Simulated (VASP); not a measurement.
Wanted: the native input for a VASP 6.6.1 run.

```
Task                   : single point
Functional             : PBEsol
Potentials or basis    : VASP PAW PBE potentials, release 64 (K_sv)
Cutoff                 : 520 eV
k mesh                 : 6 × 6 × 2
Occupations            : methfessel-paxton, width 0.15 eV
Spin                   : no spin polarisation
Dipole correction      : no
Further INCAR settings : ALGO = Normal; EDIFF = 1e-07; NBANDS = 26
```

The structure of K lies in POSCAR:

```
K
1.0
    4.6461121292      0.0000000000      0.0000000000
   -2.3230560646      4.0236511519      0.0000000000
    0.0000000000      0.0000000000     15.2964785052
K
4
Direct
    0.0000000000      0.0000000000      0.0000000000
    0.3333333333      0.6666666667      0.7500000000
    0.0000000000      0.0000000000      0.5000000000
    0.6666666667      0.3333333333      0.2500000000
```

The input as run:

INCAR

```
PREC = Accurate
ENCUT = 520
EDIFF = 1E-7
ISMEAR = 1
SIGMA = 0.15
LREAL = False
LASPH = True
NELM = 80
ALGO = Normal
ISIF = 2
LWAVE = False
LCHARG = False
GGA = PS
NBANDS = 26
```

KPOINTS

```
regular mesh
0
Gamma
  6 6 2
```

Potentials or basis: VASP PAW PBE potentials, release 64 (K_sv).

Launch:

```console
$ cat potpaw_PBE.64/K_sv/POTCAR > POTCAR
$ mpirun -np 1 vasp_std > vasp.out
```

Results of the run:

```json
{
  "Pressure": "0.0 GPa",
  "Band gap on the k mesh": "zero (band 18 reaches 0.80 eV, above the bottom of band 19 at -1.58 eV)"
}
```

Caveat: the PAW data sets were made with another functional, which shifts forces and pressure a little.

It took 2.8 min on 1 thread of Oxide Virtual Turin-like Processor, with other jobs on the host, peak memory 0.38 GiB.
